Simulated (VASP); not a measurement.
Here is a VASP 6.6.1 calculation.

Contents of INCAR:

```
PREC = Accurate
ENCUT = 600
EDIFF = 1E-7
ISMEAR = -1
SIGMA = 0.05
LREAL = False
LASPH = True
NELM = 80
ALGO = Normal
ISIF = 3
LWAVE = False
LCHARG = False
GGA = PE
IBRION = 2
NSW = 100
EDIFFG = -0.003
```

KPOINTS

```
regular mesh
0
Gamma
  23 23 23
```

File POSCAR:

```
Ir
1.0
    0.0000000000      1.9197000000      1.9197000000
    1.9197000000      0.0000000000      1.9197000000
    1.9197000000      1.9197000000      0.0000000000
Ir
1
Direct
    0.0000000000      0.0000000000      0.0000000000
```

Potentials or basis: VASP PAW PBE potentials, release 64 (Ir).

Run with:

```console
$ cat potpaw_PBE.64/Ir/POTCAR > POTCAR
$ mpirun -np 1 vasp_std > vasp.out
```

**Question.** Predict the space group after relaxing (to 0.1 Å).

**Answer.** Fm-3m (No. 225).

**Question.** Estimate the band gap on the k mesh.

**Answer.** Zero (an odd number of electrons rules out a gap without spin polarisation).

**Question.** Predict the relaxed volume.

**Answer.** 14.52 Å³/atom.

The path:
```
step  energy change (eV)  largest force (eV/Å)  pressure (GPa)  volume (Å³)
   1              0.0000                0.0000            9.67        14.15
   2              0.1193                0.0000          -26.00        15.97
   3             -0.0108                0.0000           -0.37        14.54
   4             -0.0109                0.0000           -0.03        14.52
```

Caveat: spin-orbit coupling is left out, which moves the levels of the heavy elements. Zero-point motion and thermal expansion aren't in these numbers.
